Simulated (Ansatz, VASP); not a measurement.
## One calculation of Re, two programs

INCAR

```
SYSTEM = Re
PREC = Accurate ; ENCUT = 520
EDIFF = 1E-6 ; ISMEAR = -1
SIGMA = 0.1 ; LREAL = .FALSE.
LASPH = .TRUE. ; NELM = 60
ALGO = Normal ; ISIF = 2
LWAVE = .FALSE. ; LCHARG = .FALSE.
NBANDS = 14
```

KPOINTS

```
Automatic mesh
0
G
  22 22 12
  0 0 0
```

The input POSCAR:

```
Re
1.0
    2.7021674082      0.0000000000      0.0000000000
   -1.3510837041      2.3401456208      0.0000000000
    0.0000000000      0.0000000000      4.3522396864
Re
2
Direct
    0.3333333333      0.6666666667      0.2500000000
    0.6666666667      0.3333333333      0.7500000000
```

Input for Ansatz:

```yaml
crystal:
  lattice:
    - [2.7021674082, 0.0, 0.0]
    - [-1.3510837041, 2.3401456208, 0.0]
    - [0.0, 0.0, 4.3522396864]
  atoms:
    - { symbol: Re, position: [0.3333333333, 0.6666666667, 0.25] }
    - { symbol: Re, position: [0.6666666667, 0.3333333333, 0.75] }
hamiltonian:
  xc: lda
  pseudopotentials:
    kind: paw
    azcp:
      Re: "pseudopotentials/Re.paw.azcp"
basis:
  ecutwfc: 420
  fft_grid_basis: typed
kpoints:
  mp_grid: { grid: [22, 22, 12], shift: [0, 0, 0] }
magnetization:
  spin_polarized: false
scf:
  occupations: { method: fermi_dirac, width: 0.1 }
output:
  stress: true
```

Alike in both runs: task single point; functional LDA; k mesh 22 × 22 × 12; occupations fermi-dirac, width 0.1 eV; no spin polarisation.

|  | VASP | Ansatz |
| --- | --- | --- |
| version | VASP 6.6.1 | Ansatz 0.2.0 |
| potentials or method | VASP PAW LDA potentials, release 64 (Re), cutoff 520 eV | plane waves (420 eV) with PAW, scalar-relativistic |
| valence electrons in the cell | 14 | 30 |

VASP gave:

```
pressure (GPa)                                                : 20.3
traceless stress, the component that is largest in VASP (GPa) : 0.13
```

Problem. What did Ansatz give for the same quantities?

Solution. Pressure (GPa): 18.1; traceless stress, the component that is largest in VASP (GPa): 0.26.

Ansatz warns that its potentials were made for another functional, while VASP's fit it. LDA's correlation is that of Perdew and Zunger in VASP and of Perdew and Wang (1992) in Ansatz. VASP's potentials hold 14 valence electrons a cell and Ansatz's 30, so a difference there can come from the potentials and not from the codes.

Spin-orbit coupling is off throughout.
